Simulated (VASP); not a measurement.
# Ir (Fm-3m) in VASP: a series of runs, part 2 of 3

VASP 6.6.1.

## 3. Single point, PBE

INCAR

```
SYSTEM = Ir
ALGO = Normal
EDIFF = 1E-6
ENCUT = 520
GGA = PE
ISIF = 2
ISMEAR = -1
LASPH = .True.
LCHARG = .True.
LELF = .True.
LREAL = .False.
LVHAR = .True.
LWAVE = .False.
NBANDS = 10
NELM = 100
PREC = Accurate
SIGMA = 0.05
```

KPOINTS

```
k-points
0
Gamma
  19 19 19
  0 0 0
```

POSCAR

```
Ir
1.0
    0.0000000000      1.7292065677      1.7292065677
    1.7292065677      0.0000000000      1.7292065677
    1.7292065677      1.7292065677      0.0000000000
Ir
1
Direct
    0.0000000000      0.0000000000      0.0000000000
```

Potentials or basis: VASP PAW PBE potentials, release 64 (Ir).

Command:

```sh
$ cat potpaw_PBE.64/Ir/POTCAR > POTCAR
$ mpirun -np 1 vasp_std > vasp.out
```

OUTCAR:

```text
SYSTEM = Ir
   EDIFF = 1E-6
   ENCUT = 520
   GGA = PE
   ISIF = 2
   ISMEAR = -1
   LASPH = .True.
   LREAL = .False.
   NELM = 100
   PREC = Accurate

 ion  position               nearest neighbor table
   1  0.000  0.000  0.000-

  LATTYP: Found a face centered cubic cell.
 ALAT       =     3.4584131354

  Lattice vectors:

 A1 = (   0.0000000000,   1.7292065677,   1.7292065677)
 A2 = (   1.7292065677,   0.0000000000,   1.7292065677)
 A3 = (   1.7292065677,   1.7292065677,   0.0000000000)

Analysis of symmetry for initial positions (statically):
=====================================================================
 Subroutine PRICEL returns:
 Original cell was already a primitive cell.

 Routine SETGRP: Setting up the symmetry group for a
 face centered cubic supercell.

 Subroutine GETGRP returns: Found 48 space group operations
 (whereof 48 operations were pure point group operations)
 out of a pool of 48 trial point group operations.

The static configuration has the point symmetry O_h .

Analysis of symmetry for dynamics (positions and initial velocities):
=====================================================================
 Subroutine PRICEL returns:
 Original cell was already a primitive cell.

 Routine SETGRP: Setting up the symmetry group for a
 face centered cubic supercell.

 Subroutine GETGRP returns: Found 48 space group operations
 (whereof 48 operations were pure point group operations)
 out of a pool of 48 trial point group operations.

The dynamic configuration has the point symmetry O_h .

 Subroutine INISYM returns: Found 48 space group operations
 (whereof 48 operations are pure point group operations),
 and found     1 'primitive' translations

----------------------------------------------------------------------------------------

[... 111 lines left out ...]
  volume/ion in A,a.u.               =      10.34        69.79
  Fermi-wavevector in a.u.,A,eV,Ry     =   1.563023  2.953686 33.239603  2.443042
  Thomas-Fermi vector in A             =   2.665856
   LORBIT       =      0    0 simple, 1 ext, 2 COOP (PROOUT), +10 PAW based schemes
   GGA     = PE    functional components
   LHFCALC =     F    Hartree Fock is set to
   AEXX    =    0.0000 exact exchange contribution
   IVDW    =     0    specifies the selected vdW correction
   LEPSILON=     F    determine dielectric tensor
   LRPA    =     F    only Hartree local field effects (RPA)
 non-spin polarized calculation
  energy-cutoff  :      520.00
  volume of cell :       10.34
 maximum number of plane-waves:       291
   NGX =  9   NGY =  9   NGZ =  9

 number of electron       9.0000000 magnetization

 Free energy of the ion-electron system (eV)
  ---------------------------------------------------
  ext. energy  EPLUGINS =         0.00000000
  ---------------------------------------------------
  free energy    TOTEN  =        -6.25409005 eV

  energy without entropy =       -6.24816526  energy(sigma->0) =       -6.25112766

 E-fermi :  16.7813     XC(G=0): -15.9122

 val. band max:       16.7725413560   @ k =  -0.4211   0.4211   0.0000
 cond. band min:      16.8019107973   @ k =  -0.4211   0.4737   0.1053
 fundamental gap:      0.0293694413
 Fermi energy:        16.7813169503

 k-point     1 :       0.0000    0.0000    0.0000
  band No.  band energies     occupation
      1       1.9987      2.00000
      2      10.5443      2.00000
      3      10.5443      2.00000
      4      10.5443      2.00000
      5      14.9268      2.00000
      6      14.9268      2.00000
      7      29.9263      0.00000
      8      37.5752      0.00000
      9      37.5752      0.00000
     10      37.5752      0.00000
[... 287 lines left out ...]
 k-point    24 :      -0.2632    0.0526    0.0000
  band No.  band energies     occupation
      1       5.0760      2.00000
      2      10.2718      2.00000
      3      11.0793      2.00000
      4      11.1924      2.00000
      5      14.8695      2.00000
      6      16.3507      1.99964
      7      30.3415      0.00000
      8      36.1730      0.00000
      9      42.9954      0.00000
     10      43.5547      0.00000

 [... further k-points ...]

------------------------ aborting loop because EDIFF is reached ----------------------------------------

  FORCE on cell =-STRESS in cart. coord.  units (eV):
  Direction    XX          YY          ZZ          XY          YZ          ZX
  --------------------------------------------------------------------------------------
  -------------------------------------------------------------------------------------
  Total       17.8522077     17.8522077     17.8522077      0.0000000      0.0000000      0.0000000
  in kB     2765.8707927   2765.8707927   2765.8707927      0.0000000      0.0000000      0.0000000
  external PRESSURE =    2765.8707927 kB  Pullay stress =       0.0000000 kB

 VOLUME and BASIS-vectors are now :
 -----------------------------------------------------------------------------
  energy-cutoff  :      520.00
  volume of cell :       10.34
      direct lattice vectors                 reciprocal lattice vectors
     0.000000000  1.729206568  1.729206568    -0.289149954  0.289149954  0.289149954
     1.729206568  0.000000000  1.729206568     0.289149954 -0.289149954  0.289149954
     1.729206568  1.729206568  0.000000000     0.289149954  0.289149954 -0.289149954

 POSITION                                       TOTAL-FORCE (eV/Angst)
 -----------------------------------------------------------------------------------
      0.00000      0.00000      0.00000         0.000000      0.000000      0.000000
 -----------------------------------------------------------------------------------
    total drift:                                0.000000      0.000000     -0.000000

  FREE ENERGIE OF THE ION-ELECTRON SYSTEM (eV)
  ---------------------------------------------------
  free  energy   TOTEN  =        -6.2540900538 eV

  energy  without entropy=       -6.2481652633  energy(sigma->0) =       -6.25112766
```

stdout:

```text
POSCAR found type information on POSCAR Ir
 POSCAR found :  1 types and       1 ions
 scaLAPACK will be used
 LDA part: xc-table for (Slater+PW92), standard interpolation
 POSCAR, INCAR and KPOINTS ok, starting setup
 FFT: planning ... GRIDC
 FFT: planning ... GRID_SOFT
 FFT: planning ... GRID
 WAVECAR not read
 entering main loop
```

Run time: 8.4 s. Hardware: 1 thread of Intel Xeon 6975P-C (Granite Rapids), shared host; peak memory 0.14 GiB.

What came out:

- Free energy: -6.2541 eV
- Pressure: 276.6 GPa
- Band gap on the k mesh: zero (an odd number of electrons rules out a gap without spin polarisation)

Caveat: the cell stands under pressure; spin-orbit coupling is left out, which moves the levels of the heavy elements.

## 4. Relaxation of cell and atoms, PBE, target pressure 270 GPa, at which the enthalpy is minimised

INCAR

```
SYSTEM = Ir
  PREC = Accurate
  ENCUT = 600
  EDIFF = 1E-6
  ISMEAR = -1
  SIGMA = 0.05
  LREAL = .False.
  LASPH = .True.
  NELM = 80
  ALGO = Normal
  ISIF = 3
  LWAVE = .False.
  LCHARG = .False.
  GGA = PE
  IBRION = 2
  NSW = 60
  EDIFFG = -0.005
  PSTRESS = 2700.0
```

KPOINTS

```
Automatic mesh
0
Gamma
  19 19 19
  0 0 0
```

POSCAR

```
Ir
1.0
    0.0000000000      1.7297870119      1.7297870119
    1.7297870119      0.0000000000      1.7297870119
    1.7297870119      1.7297870119      0.0000000000
Ir
1
Direct
    0.0000000000      0.0000000000      0.0000000000
```

Command:

```sh
$ cat potpaw_PBE.64/Ir/POTCAR > POTCAR
$ mpirun -np 1 vasp_std > vasp.out
```

It took 20 s on 1 thread of Intel Xeon 6975P-C (Granite Rapids), shared host; peak memory 0.15 GiB.

The run converged. Its results:

| Quantity | Value |
| --- | --- |
| Free energy | -6.3349 eV |
| Relaxed volume | 10.39 Å³/atom |
| Relaxed cell | a = 2.449 Å, b = 2.449 Å, c = 2.449 Å, α = 60.00°, β = 60.00°, γ = 60.00° |
| Space group after relaxing (to 0.1 Å) | Fm-3m (No. 225) |
| Energy change on relaxing (the run minimises the enthalpy) | -62.9 meV/atom |
| Ionic steps | 4 |
| Pressure after relaxing | 270.0 GPa |
| Band gap on the k mesh | zero (an odd number of electrons rules out a gap without spin polarisation) |

The path:
```
step  energy change (eV)  largest force (eV/Å)  pressure (GPa)  volume (Å³)
   1              0.0000                0.0000          275.20        10.35
   2             -0.7712                0.0000          210.08        10.86
   3             -0.0642                0.0000          269.89        10.39
   4             -0.0629                0.0000          269.97        10.39
```

Final structure:
```yaml
crystal:
  lattice:
    - [0.00000, 1.73184, 1.73184]
    - [1.73184, 0.00000, 1.73184]
    - [1.73184, 1.73184, 0.00000]
  atoms:
    - { symbol: Ir, position: [0.00000, 0.00000, 0.00000] }
```

Levels at points of the mesh, in eV from the Fermi level:
| k point | band 1 | band 2 | band 3 | band 4 | band 5 | band 6 | band 7 | band 8 |
| --- | --- | --- | --- | --- | --- | --- | --- | --- |
| (0.00, 0.00, 0.00) | -14.73 | -6.19 | -6.19 | -6.19 | -1.84 | -1.84 | 13.17 | 20.79 |

Caveat: the cell is relaxed towards a set pressure, so the run minimises the enthalpy, not the energy; spin-orbit coupling is left out, which moves the levels of the heavy elements.

## 5. Relaxation of cell and atoms, PBE, target pressure 270 GPa, at which the enthalpy is minimised

INCAR

```
SYSTEM = Ir
PREC = Accurate
ENCUT = 600
EDIFF = 1E-6
ISMEAR = -1
SIGMA = 0.05
LREAL = .FALSE.
LASPH = .TRUE.
NELM = 100
ALGO = Normal
ISIF = 3
LWAVE = .FALSE.
LCHARG = .FALSE.
GGA = PE
IBRION = 2
NSW = 32
EDIFFG = -0.005
PSTRESS = 2700.0
```

KPOINTS

```
Automatic mesh
0
G
  19 19 19
  0 0 0
```

POSCAR

```
Ir
1.0
    0.0000000000      1.7294813400      1.7294813400
    1.7294813400      0.0000000000      1.7294813400
    1.7294813400      1.7294813400      0.0000000000
Ir
1
Direct
    0.0000000000      0.0000000000      0.0000000000
```

Command:

```sh
$ cat potpaw_PBE.64/Ir/POTCAR > POTCAR
$ mpirun -np 1 vasp_std > vasp.out
```

It took 20 s on 1 thread of Intel Xeon 6975P-C (Granite Rapids), shared host; peak memory 0.15 GiB.

It converged, with:

```yaml
Free_energy: -6.3350 eV
Relaxed_volume: 10.39 Å³/atom
Relaxed_cell: a = 2.449 Å, b = 2.449 Å, c = 2.449 Å, α = 60.00°, β = 60.00°, γ = 60.00°
Space_group_after_relaxing_to_0.1_Å: Fm-3m (No. 225)
Energy_change_on_relaxing_the_run_minimises_the_enthalpy: -72.4 meV/atom
Ionic_steps: 4
Pressure_after_relaxing: 270.0 GPa
Band_gap_on_the_k_mesh: zero (an odd number of electrons rules out a gap without spin polarisation)
```

Step by step:
```
step  energy change (eV)  largest force (eV/Å)  pressure (GPa)  volume (Å³)
   1              0.0000                0.0000          275.98        10.35
   2             -0.8733                0.0000          202.03        10.94
   3             -0.0742                0.0000          269.85        10.39
   4             -0.0724                0.0000          269.96        10.39
```

Final structure:
```
CELL_PARAMETERS angstrom
0.00000 1.73185 1.73185
1.73185 0.00000 1.73185
1.73185 1.73185 0.00000
ATOMIC_POSITIONS crystal
Ir 0.00000 0.00000 0.00000
```

Levels at points of the mesh, in eV from the Fermi level:
```csv
k point,band 2,band 3,band 4,band 5,band 6,band 7
"(0.00, 0.00, 0.00)",-6.19,-6.19,-6.19,-1.84,-1.84,13.17
```

Caveat: the cell is relaxed towards a set pressure, so the run minimises the enthalpy, not the energy; spin-orbit coupling is left out, which moves the levels of the heavy elements.

## 6. Single point, PBE (10.35 Å³/atom)

INCAR

```
SYSTEM = Ir
ALGO = Normal ; EDIFF = 1E-6
ENCUT = 500 ; GGA = PE
GGA_COMPAT = .False. ; ISIF = 2
ISMEAR = -1 ; LASPH = .True.
LCHARG = .False. ; LREAL = .False.
LWAVE = .False. ; NBANDS = 10
NELM = 120 ; PREC = Accurate
SIGMA = 0.05
```

KPOINTS

```
k-points
0
Gamma
  19 19 19
  0 0 0
```

POSCAR

```
Ir
1.0
    0.0000000000      1.7297870119      1.7297870119
    1.7297870119      0.0000000000      1.7297870119
    1.7297870119      1.7297870119      0.0000000000
Ir
1
Direct
    0.0000000000      0.0000000000      0.0000000000
```

Potentials or basis: VASP PAW PBE potentials, release 64 (Ir).

Command:

```sh
$ cat potpaw_PBE.64/Ir/POTCAR > POTCAR
$ mpirun -np 1 vasp_std > vasp.out
```

OUTCAR:

```text
SYSTEM = Ir
   EDIFF = 1E-6
   ENCUT = 500
   GGA = PE
   ISIF = 2
   ISMEAR = -1
   LASPH = .True.
   LREAL = .False.
   NELM = 120
   PREC = Accurate

 ion  position               nearest neighbor table
   1  0.000  0.000  0.000-

  LATTYP: Found a face centered cubic cell.
 ALAT       =     3.4595740238

  Lattice vectors:

 A1 = (   0.0000000000,   1.7297870119,   1.7297870119)
 A2 = (   1.7297870119,   0.0000000000,   1.7297870119)
 A3 = (   1.7297870119,   1.7297870119,   0.0000000000)

Analysis of symmetry for initial positions (statically):
=====================================================================
 Subroutine PRICEL returns:
 Original cell was already a primitive cell.

 Routine SETGRP: Setting up the symmetry group for a
 face centered cubic supercell.

 Subroutine GETGRP returns: Found 48 space group operations
 (whereof 48 operations were pure point group operations)
 out of a pool of 48 trial point group operations.

The static configuration has the point symmetry O_h .

Analysis of symmetry for dynamics (positions and initial velocities):
[... 161 lines left out ...]
 fundamental gap:      0.0293372133
 Fermi energy:        16.7577033684

 k-point     1 :       0.0000    0.0000    0.0000
  band No.  band energies     occupation
      1       1.9874      2.00000
      2      10.5301      2.00000
      3      10.5301      2.00000
      4      10.5301      2.00000
      5      14.9061      2.00000
      6      14.9061      2.00000
      7      29.9083      0.00000
      8      37.5499      0.00000
      9      37.5499      0.00000
     10      37.5499      0.00000
[... 287 lines left out ...]
 k-point    24 :      -0.2632    0.0526    0.0000
  band No.  band energies     occupation
      1       5.0641      2.00000
      2      10.2557      2.00000
      3      11.0643      2.00000
      4      11.1775      2.00000
      5      14.8493      2.00000
      6      16.3279      1.99963
      7      30.3200      0.00000
      8      36.1377      0.00000
      9      42.9619      0.00000
     10      43.5167      0.00000

 [... further k-points ...]

------------------------ aborting loop because EDIFF is reached ----------------------------------------

  FORCE on cell =-STRESS in cart. coord.  units (eV):
  Direction    XX          YY          ZZ          XY          YZ          ZX
  --------------------------------------------------------------------------------------
  -------------------------------------------------------------------------------------
  Total       17.7717219     17.7717219     17.7717219      0.0000000      0.0000000      0.0000000
  in kB     2750.6301509   2750.6301509   2750.6301509      0.0000000      0.0000000      0.0000000
  external PRESSURE =    2750.6301509 kB  Pullay stress =       0.0000000 kB

 VOLUME and BASIS-vectors are now :
 -----------------------------------------------------------------------------
  energy-cutoff  :      500.00
  volume of cell :       10.35
      direct lattice vectors                 reciprocal lattice vectors
     0.000000000  1.729787012  1.729787012    -0.289052928  0.289052928  0.289052928
     1.729787012  0.000000000  1.729787012     0.289052928 -0.289052928  0.289052928
     1.729787012  1.729787012  0.000000000     0.289052928  0.289052928 -0.289052928

 POSITION                                       TOTAL-FORCE (eV/Angst)
 -----------------------------------------------------------------------------------
      0.00000      0.00000      0.00000         0.000000      0.000000      0.000000
 -----------------------------------------------------------------------------------
    total drift:                                0.000000     -0.000000      0.000000

  FREE ENERGIE OF THE ION-ELECTRON SYSTEM (eV)
  ---------------------------------------------------
  free  energy   TOTEN  =        -6.2720316535 eV

  energy  without entropy=       -6.2660938775  energy(sigma->0) =       -6.26906277
```

Run time: 27 s. Hardware: 1 thread of AMD EPYC 7R43 (Zen 3), shared host; peak memory 0.1 GiB.

Results:

```
Free energy            : -6.2720 eV
Pressure               : 275.1 GPa
Band gap on the k mesh : zero (an odd number of electrons rules out a gap without spin polarisation)
```

Caveat: the cell stands under pressure; spin-orbit coupling is left out, which moves the levels of the heavy elements.

(Part 2 of 3 ends here.)
